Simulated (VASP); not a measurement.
Sn3Te2O:

```xyz
6
Lattice="3.1392 1.8124 5.2048 -3.1392 1.8124 5.2048 0.0000 -3.6248 5.2048" Properties=species:S:1:pos:R:3 pbc="T T T"
Sn   -1.5696   -0.9062    5.2048
Sn    1.5696   -0.9062    5.2048
Sn    0.0000    1.8124    5.2048
Te    0.0000    0.0000   13.7005
Te    0.0000    0.0000    1.9140
O     0.0000    0.0000    7.8072
```

The cell was generated, and may not be a known phase.

* Program: VASP 6.6.1
* Task: relaxation of cell and atoms
* Functional: PBE
* Potentials or basis: VASP PAW PBE potentials, release 64 (Sn_d, Te, O)
* Cutoff: 600 eV
* k mesh: 3 × 3 × 3
* Occupations: gaussian, width 0.1 eV
* Spin: no spin polarisation

At the start: pressure -5.8 GPa; volume 29.61 Å³/atom.

Question: How do energy, volume and symmetry change on relaxing?

Answer: Over 11 steps the energy falls by 476.9 meV/atom and the volume is 25.38 Å³/atom (-14.3 %); space group R-3m (No. 166, to 0.1 Å) before and after.

The path:
```csv
step,energy change (eV),largest force (eV/Å),pressure (GPa),volume (Å³)
1,0.0000,0.4037,-5.83,177.68
2,-1.1958,0.2043,-0.92,151.05
3,-1.4274,0.3624,3.25,139.56
4,-2.3886,0.4399,4.31,137.46
5,-2.4552,1.1086,5.27,136.71
6,-2.7981,0.8259,-0.88,153.83
7,-2.7982,0.8212,-0.93,154.04
8,-2.8578,0.1943,-0.26,152.83
9,-2.8603,0.0343,-0.04,152.53
10,-2.8603,0.0502,-0.08,152.56
11,-2.8613,0.0179,-0.05,152.28
```

Final structure:
```cif
data_structure
_symmetry_space_group_name_H-M 'P 1'
_symmetry_Int_Tables_number 1
_cell_length_a 5.4896
_cell_length_b 5.4896
_cell_length_c 5.4896
_cell_angle_alpha 75.713
_cell_angle_beta 75.713
_cell_angle_gamma 75.713
_cell_volume 152.28
loop_
_atom_site_label
_atom_site_type_symbol
_atom_site_fract_x
_atom_site_fract_y
_atom_site_fract_z
_atom_site_occupancy
Sn1 Sn 0.00000 0.50000 0.50000 1
Sn2 Sn 0.50000 0.00000 0.50000 1
Sn3 Sn 0.50000 0.50000 0.00000 1
Te1 Te 0.87193 0.87193 0.87193 1
Te2 Te 0.12807 0.12807 0.12807 1
O1 O 0.50000 0.50000 0.50000 1
```

Caveat: the k points lie up to 0.40 Å⁻¹ apart in the final cell, too coarse for converged energies and pressures of a metal.
